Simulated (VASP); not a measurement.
# CsCl (Pm-3m) in VASP: single point with r2SCAN

Aim: the single point of CsCl with r2SCAN.

Program: VASP 6.6.1. These are calculated values, not measurements. Logs are shortened: lines on timing, memory, paths and dates and some standing lists are left out, and cuts for length are marked.

### 1 The cell of the first run

The structure is cubic, space group Pm-3m (No. 221). Conventional cell: a = 4.123 Å, b = 4.123 Å, c = 4.123 Å, α = 90.00°, β = 90.00°, γ = 90.00°. Within 4.7 Å of Cs (site symmetry m-3m) lie 8 Cl at 3.57 Å and 6 Cs at 4.12 Å. Cl (site symmetry m-3m) has 8 Cs at 3.57 Å and 6 Cl at 4.12 Å within 4.7 Å.

### 2 Single point, r2SCAN

The input, POSCAR:

```
CsCl
1.0
    4.1230000000      0.0000000000      0.0000000000
    0.0000000000      4.1230000000      0.0000000000
    0.0000000000      0.0000000000      4.1230000000
Cs Cl
1 1
Direct
    0.0000000000      0.0000000000      0.0000000000
    0.5000000000      0.5000000000      0.5000000000
```

The input, INCAR.step1:

```
  ALGO = Normal
  EDIFF = 1E-5
  ENCUT = 550
  GGA = PE
  GGA_COMPAT = F
  ISMEAR = 0
  LASPH = T
  LCHARG = F
  LREAL = F
  LWAVE = T
  NBANDS = 15
  NELM = 120
  PREC = Accurate
  SIGMA = 0.05
```

The input, INCAR.step2:

```
  ALGO = Normal
  EDIFF = 1E-6
  ENCUT = 550
  GGA_COMPAT = F
  ISIF = 2
  ISMEAR = 0
  ISTART = 1
  LASPH = T
  LCHARG = F
  LMIXTAU = T
  LREAL = F
  LWAVE = F
  METAGGA = R2SCAN
  NBANDS = 15
  NELM = 120
  PREC = Accurate
  SIGMA = 0.05
```

The input, KPOINTS:

```
k-points
0
Gamma
  6 6 6
```

Potentials or basis: VASP PAW PBE potentials, release 64 (Cs_sv, Cl).

Command:

```bash
cat potpaw_PBE.64/Cs_sv/POTCAR potpaw_PBE.64/Cl/POTCAR > POTCAR
cp INCAR.step1 INCAR
mpirun -np 1 vasp_std > vasp.out
cp INCAR.step2 INCAR
mpirun -np 1 vasp_std > vasp.out
```

OUTCAR:

```text
EDIFF = 1E-6
   ENCUT = 550
   ISIF = 2
   ISMEAR = 0
   ISTART = 1
   LASPH = T
   LREAL = F
   METAGGA = R2SCAN
   NELM = 120
   PREC = Accurate

 ion  position               nearest neighbor table
   1  0.000  0.000  0.000-
   2  0.500  0.500  0.500-

  LATTYP: Found a simple cubic cell.
 ALAT       =     4.1230000000

  Lattice vectors:

 A1 = (   4.1230000000,   0.0000000000,   0.0000000000)
 A2 = (   0.0000000000,   4.1230000000,   0.0000000000)
 A3 = (   0.0000000000,   0.0000000000,   4.1230000000)

Analysis of symmetry for initial positions (statically):
=====================================================================
 Subroutine PRICEL returns:
 Original cell was already a primitive cell.

 Routine SETGRP: Setting up the symmetry group for a
 simple cubic supercell.

 Subroutine GETGRP returns: Found 48 space group operations
 (whereof 48 operations were pure point group operations)
 out of a pool of 48 trial point group operations.

The static configuration has the point symmetry O_h .

Analysis of symmetry for dynamics (positions and initial velocities):
=====================================================================
 Subroutine PRICEL returns:
 Original cell was already a primitive cell.

 Routine SETGRP: Setting up the symmetry group for a
 simple cubic supercell.

 Subroutine GETGRP returns: Found 48 space group operations
 (whereof 48 operations were pure point group operations)
 out of a pool of 48 trial point group operations.

The dynamic configuration has the point symmetry O_h .

 Subroutine INISYM returns: Found 48 space group operations
 (whereof 48 operations are pure point group operations),
 and found     1 'primitive' translations

----------------------------------------------------------------------------------------

                                     Primitive cell

  volume of cell :      70.0874

  direct lattice vectors                    reciprocal lattice vectors
     4.123000000  0.000000000  0.000000000     0.242541838  0.000000000  0.000000000
     0.000000000  4.123000000  0.000000000     0.000000000  0.242541838  0.000000000
     0.000000000  0.000000000  4.123000000     0.000000000  0.000000000  0.242541838

  length of vectors
     4.123000000  4.123000000  4.123000000     0.242541838  0.242541838  0.242541838

  position of ions in fractional coordinates (direct lattice)
     0.000000000  0.000000000  0.000000000
     0.500000000  0.500000000  0.500000000

  ion indices of the primitive-cell ions
   primitive index   ion index
                 1           1
                 2           2

----------------------------------------------------------------------------------------

 KPOINTS: k-points

Automatic generation of k-mesh.
 Grid dimensions read from file:
 generate k-points for:    6    6    6

 Generating k-lattice:

  Cartesian coordinates                     Fractional coordinates (reciprocal lattice)
     0.040423640  0.000000000  0.000000000     0.166666667  0.000000000  0.000000000
     0.000000000  0.040423640  0.000000000     0.000000000  0.166666667  0.000000000
     0.000000000  0.000000000  0.040423640     0.000000000  0.000000000  0.166666667

  Length of vectors
     0.040423640  0.040423640  0.040423640

  Shift w.r.t. Gamma in fractional coordinates (k-lattice)
     0.000000000  0.000000000  0.000000000

 Subroutine IBZKPT returns following result:
 ===========================================

 Found     20 irreducible k-points:

 Following reciprocal coordinates:
            Coordinates               Weight
  0.000000  0.000000  0.000000      1.000000
  0.166667  0.000000  0.000000      6.000000
  0.333333  0.000000  0.000000      6.000000
  0.500000  0.000000  0.000000      3.000000
  0.166667  0.166667  0.000000     12.000000
  0.333333  0.166667  0.000000     24.000000
[... 12 lines left out ...]
  0.500000  0.500000  0.333333      6.000000
  0.500000  0.500000  0.500000      1.000000
   k-points           NKPTS =     20   k-points in BZ     NKDIM =     20   number of bands    NBANDS=     15
   number of dos      NEDOS =    301   number of ions     NIONS =      2
   total plane-waves  NPLWV =  32768
   dimension x,y,z NGX =    32 NGY =   32 NGZ =   32
   dimension x,y,z NGXF=    64 NGYF=   64 NGZF=   64
   ions per type =               1   1
   NGX,Y,Z   is equivalent  to a cutoff of  12.90, 12.90, 12.90 a.u.
   NGXF,Y,Z  is equivalent  to a cutoff of  25.81, 25.81, 25.81 a.u.
 SYSTEM =  unknown system
   PREC   = accura    normal or accurate (medium, high low for compatibility)
   ISTART =      1    job   : 0-new  1-cont  2-samecut
   ICHARG =      0    charge: 1-file 2-atom 10-const
   ISPIN  =      1    spin polarized calculation?
   LNONCOLLINEAR =      F non collinear calculations
   LSORBIT =      F    spin-orbit coupling
   LASPH  =      T    aspherical Exc in radial PAW
   ENCUT  =  550.0 eV  40.42 Ry    6.36 a.u.   7.88  7.88  7.88*2*pi/ulx,y,z
   NELM   =    120;   NELMIN=  2; NELMDL=  0     # of ELM steps
   EDIFF  = 0.1E-05   stopping-criterion for ELM
   LREAL  =      F    real-space projection
[... 7 lines left out ...]
   TEBEG  =    0.0;   TEEND  =   0.0 temperature during run
   PSTRESS=    0.0 pullay stress
   NELECT =      16.0000    total number of electrons
   NUPDOWN=      -1.0000    fix difference up-down
   EMIN   =  10.00;   EMAX   =-10.00  energy-range for DOS
   EFERMI =   0.00;   METHOD = LEGACY
   ISMEAR =     0;   SIGMA  =   0.05  broadening in eV -4-tet -1-fermi 0-gaus
   EFERMI_NEDOS =   21; number of points for ismear=-14 and -15
   IALGO  =     38    algorithm
   IMIX   =      4    mixing-type and parameters
     AMIX     =   0.40;   BMIX     =  1.00
     AMIX_MAG =   1.60;   BMIX_MAG =  1.00
  volume/ion in A,a.u.               =      35.04       236.49
  Fermi-wavevector in a.u.,A,eV,Ry     =   1.000541  1.890748 13.620547  1.001082
  Thomas-Fermi vector in A             =   2.132904
   LORBIT       =      0    0 simple, 1 ext, 2 COOP (PROOUT), +10 PAW based schemes
   METAGGA = R2SCAN    functional components
   LHFCALC =     F    Hartree Fock is set to
   AEXX    =    0.0000 exact exchange contribution
   IVDW    =     0    specifies the selected vdW correction
   LEPSILON=     F    determine dielectric tensor
   LRPA    =     F    only Hartree local field effects (RPA)
 non-spin polarized calculation
 Gauss-broadening in eV      SIGMA  =   0.05
  energy-cutoff  :      550.00
  volume of cell :       70.09
 maximum number of plane-waves:      2103
 NGX is ok and might be reduce to    32
   NGX = 15   NGY = 15   NGZ = 15

 number of electron      16.0000004 magnetization

 Free energy of the ion-electron system (eV)
  ---------------------------------------------------
  ext. energy  EPLUGINS =         0.00000000
  ---------------------------------------------------
  free energy    TOTEN  =       -35.52413230 eV

  energy without entropy =      -35.52413230  energy(sigma->0) =      -35.52413230

 E-fermi :  -0.4352     XC(G=0):  -8.6726

 val. band max:       -0.6879595156   @ k =   0.0000   0.0000   0.0000
 cond. band min:       5.2103096626   @ k =   0.0000   0.0000   0.0000
 fundamental gap:      5.8982691782
 Fermi energy:        -0.4352237019

 k-point     1 :       0.0000    0.0000    0.0000
  band No.  band energies     occupation
      1     -20.5755      2.00000
      2     -13.4165      2.00000
      3      -6.6841      2.00000
      4      -6.6841      2.00000
      5      -6.6841      2.00000
      6      -0.6880      2.00000
      7      -0.6880      2.00000
      8      -0.6880      2.00000
      9       5.2103      0.00000
     10       5.2103      0.00000
     11       5.3710      0.00000
     12      10.0581      0.00000
     13      10.0581      0.00000
     14      10.0581      0.00000
     15      13.1991      0.00000

 k-point     2 :       0.1667    0.0000    0.0000
  band No.  band energies     occupation
      1     -20.5539      2.00000
      2     -13.4271      2.00000
      3      -6.8314      2.00000
      4      -6.6490      2.00000
      5      -6.6490      2.00000
      6      -1.0233      2.00000
      7      -0.7449      2.00000
      8      -0.7449      2.00000
      9       5.4005      0.00000
     10       5.8254      0.00000
     11       6.0517      0.00000
     12       9.8401      0.00000
     13       9.8401      0.00000
     14      10.2188      0.00000
     15      11.7580      0.00000

 k-point     3 :       0.3333    0.0000    0.0000
  band No.  band energies     occupation
      1     -20.5100      2.00000
      2     -13.4514      2.00000
      3      -7.0953      2.00000
      4      -6.5767      2.00000
      5      -6.5767      2.00000
      6      -1.5903      2.00000
      7      -0.8636      2.00000
      8      -0.8636      2.00000
      9       5.8949      0.00000
     10       6.9868      0.00000
     11       7.7882      0.00000
     12       9.5806      0.00000
     13       9.5806      0.00000
     14      10.0065      0.00000
     15      10.6172      0.00000

 k-point     4 :       0.5000    0.0000    0.0000
  band No.  band energies     occupation
      1     -20.4878      2.00000
      2     -13.4651      2.00000
      3      -7.2139      2.00000
      4      -6.5394      2.00000
      5      -6.5394      2.00000
      6      -1.8389      2.00000
      7      -0.9253      2.00000
      8      -0.9253      2.00000
      9       6.2595      0.00000
     10       7.6206      0.00000
     11       8.9710      0.00000
     12       9.2006      0.00000
     13       9.5234      0.00000
     14       9.5234      0.00000
     15      10.8837      0.00000
[... 235 lines left out ...]
 k-point    18 :       0.5000    0.3333    0.3333
  band No.  band energies     occupation
      1     -20.3803      2.00000
      2     -13.2957      2.00000
      3      -7.3151      2.00000
      4      -7.1367      2.00000
      5      -7.0648      2.00000
      6      -1.5932      2.00000
      7      -1.5243      2.00000
      8      -1.2872      2.00000
      9       7.4217      0.00000
     10       7.9970      0.00000
     11       8.4047      0.00000
     12       8.8538      0.00000
     13       9.4950      0.00000
     14      10.9674      0.00000
     15      12.7644      0.00000

 k-point    19 :       0.5000    0.5000    0.3333
  band No.  band energies     occupation
      1     -20.3625      2.00000
      2     -13.2713      2.00000
      3      -7.2872      2.00000
      4      -7.2872      2.00000
      5      -7.0443      2.00000
      6      -1.6221      2.00000
      7      -1.6221      2.00000
      8      -1.5633      2.00000
      9       7.8188      0.00000
     10       8.2852      0.00000
     11       8.2852      0.00000
     12       8.7523      0.00000
     13      11.0691      0.00000
     14      11.0691      0.00000
     15      12.3639      0.00000

 k-point    20 :       0.5000    0.5000    0.5000
  band No.  band energies     occupation
      1     -20.3450      2.00000
      2     -13.2504      2.00000
      3      -7.2224      2.00000
      4      -7.2224      2.00000
      5      -7.2224      2.00000
      6      -1.7885      2.00000
      7      -1.7885      2.00000
      8      -1.7885      2.00000
      9       8.4940      0.00000
     10       8.4940      0.00000
     11       8.4940      0.00000
     12      10.6305      0.00000
     13      10.6305      0.00000
     14      10.6305      0.00000
     15      12.4216      0.00000

------------------------ aborting loop because EDIFF is reached ----------------------------------------

  FORCE on cell =-STRESS in cart. coord.  units (eV):
  Direction    XX          YY          ZZ          XY          YZ          ZX
  --------------------------------------------------------------------------------------
  -------------------------------------------------------------------------------------
  Total        0.1226188      0.1226188      0.1226188      0.0000000      0.0000000      0.0000000
  in kB        2.8030294      2.8030294      2.8030294      0.0000000      0.0000000      0.0000000
  external PRESSURE =       2.8030294 kB  Pullay stress =       0.0000000 kB

 VOLUME and BASIS-vectors are now :
 -----------------------------------------------------------------------------
  energy-cutoff  :      550.00
  volume of cell :       70.09
      direct lattice vectors                 reciprocal lattice vectors
     4.123000000  0.000000000  0.000000000     0.242541838  0.000000000  0.000000000
     0.000000000  4.123000000  0.000000000     0.000000000  0.242541838  0.000000000
     0.000000000  0.000000000  4.123000000     0.000000000  0.000000000  0.242541838

 POSITION                                       TOTAL-FORCE (eV/Angst)
 -----------------------------------------------------------------------------------
      0.00000      0.00000      0.00000         0.000000      0.000000      0.000000
      2.06150      2.06150      2.06150         0.000000      0.000000      0.000000
 -----------------------------------------------------------------------------------
    total drift:                                0.000000      0.000000     -0.000000

  FREE ENERGIE OF THE ION-ELECTRON SYSTEM (eV)
  ---------------------------------------------------
  free  energy   TOTEN  =       -35.5241323037 eV

  energy  without entropy=      -35.5241323037  energy(sigma->0) =      -35.52413230
```

Run time: 89 s. Hardware: 1 thread of AMD EPYC 7R13, shared host; peak memory 0.16 GiB.

Results:

| Property | Result |
| --- | --- |
| Free energy | -35.5241 eV |
| Pressure | 0.3 GPa |
| Band gap on the k mesh | 5.90 eV |

Caveat: the PAW data sets were made with another functional, which shifts forces and pressure a little; spin-orbit coupling is left out, which moves the levels of the heavy elements. A k mesh can miss the band edges.
